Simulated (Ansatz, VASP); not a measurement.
**Mo in VASP and in Ansatz**

File INCAR:

```
SYSTEM = Mo
PREC = Accurate
ENCUT = 520
EDIFF = 1E-7
ISMEAR = -1
SIGMA = 0.05
LREAL = .FALSE.
LASPH = .TRUE.
NELM = 60
ALGO = Fast
ISIF = 2
LWAVE = .FALSE.
LCHARG = .FALSE.
GGA = CA
NBANDS = 13
```

File KPOINTS:

```
regular mesh
0
G
  12 12 12
  0 0 0
```

The input POSCAR:

```
Mo
1.0
   -1.5838089719      1.5838089719      1.5838089719
    1.5838089719     -1.5838089719      1.5838089719
    1.5838089719      1.5838089719     -1.5838089719
Mo
1
Direct
    0.0000000000      0.0000000000      0.0000000000
```

Contents of input.yaml:

```yaml
crystal:
  lattice:
    - [-1.5838089719, 1.5838089719, 1.5838089719]
    - [1.5838089719, -1.5838089719, 1.5838089719]
    - [1.5838089719, 1.5838089719, -1.5838089719]
  atoms:
    - { symbol: Mo, position: [0.0, 0.0, 0.0] }
kpoints:
  mp_grid: { grid: [12, 12, 12] }
  band_path:
    path:
      - [0.0, 0.0, 0.0]
      - [0.5, -0.5, 0.5]
      - [0.0, 0.0, 0.5]
      - [0.0, 0.0, 0.0]
      - [0.25, 0.25, 0.25]
      - [0.5, -0.5, 0.5]
    npoints: 8
scf:
  occupations: { method: fermi_dirac, width: 0.05 }
hamiltonian:
  xc: lda
  pseudopotentials: { kind: all_electron, lapw: { basis_error: 0.001 } }
output:
  forces: true
  stress: true
  eigenvalues: true
```

Alike in both runs: functional LDA; k mesh 12 × 12 × 12; occupations fermi-dirac, width 0.05 eV; no spin polarisation.

```csv
,VASP,Ansatz
version,VASP 6.6.1,Ansatz 0.2.0
potentials or method,"VASP PAW LDA potentials, release 64 (Mo_sv), cutoff 520 eV","all-electron LAPW, scalar-relativistic"
task,single point,band structure
```

|  | VASP | Ansatz | Ansatz less VASP |
| --- | --- | --- | --- |
| gap on the k mesh at the Fermi level (eV) | none | none | - |
| pressure (GPa) | -13.2 | -14.1 | -0.97 |

LDA's correlation is that of Perdew and Zunger in VASP and of Perdew and Wang (1992) in Ansatz. A gap of «none» marks a metal or a gap that the smearing closes. Ansatz ran all-electron here, and VASP with PAW potentials.
